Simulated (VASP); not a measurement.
A run of VASP 6.6.1 is set up as follows.

File INCAR:

```
SYSTEM = Cu3N
PREC = Accurate ; ENCUT = 600
EDIFF = 1E-6 ; ISMEAR = -1
SIGMA = 0.1 ; LREAL = .FALSE.
LASPH = .TRUE. ; NELM = 120
ALGO = Normal ; ISIF = 2
LWAVE = .FALSE. ; LCHARG = .FALSE.
GGA = PE ; NBANDS = 27
GGA_COMPAT = .FALSE.
```

Contents of KPOINTS:

```
Automatic mesh
0
G
  5 5 5
  0 0 0
```

The input POSCAR:

```
Cu3N
1.0
    3.8070000000      0.0000000000      0.0000000000
    0.0000000000      3.8070000000      0.0000000000
    0.0000000000      0.0000000000      3.8070000000
Cu N
3 1
Direct
    0.5000000000      0.0000000000      0.0000000000
    0.0000000000      0.5000000000      0.0000000000
    0.0000000000      0.0000000000      0.5000000000
    0.0000000000      0.0000000000      0.0000000000
```

Potentials or basis: VASP PAW PBE potentials, release 64 (Cu, N).

Launch:

```sh
$ cat potpaw_PBE.64/Cu/POTCAR potpaw_PBE.64/N/POTCAR > POTCAR
$ mpirun -np 1 vasp_std > vasp.out
```

(1) Predict the pressure.

(2) Estimate the band gap on the k mesh.

## Answers

(1) 2.5 GPa.

(2) 1.37 eV, indirect (least direct gap 1.80 eV).
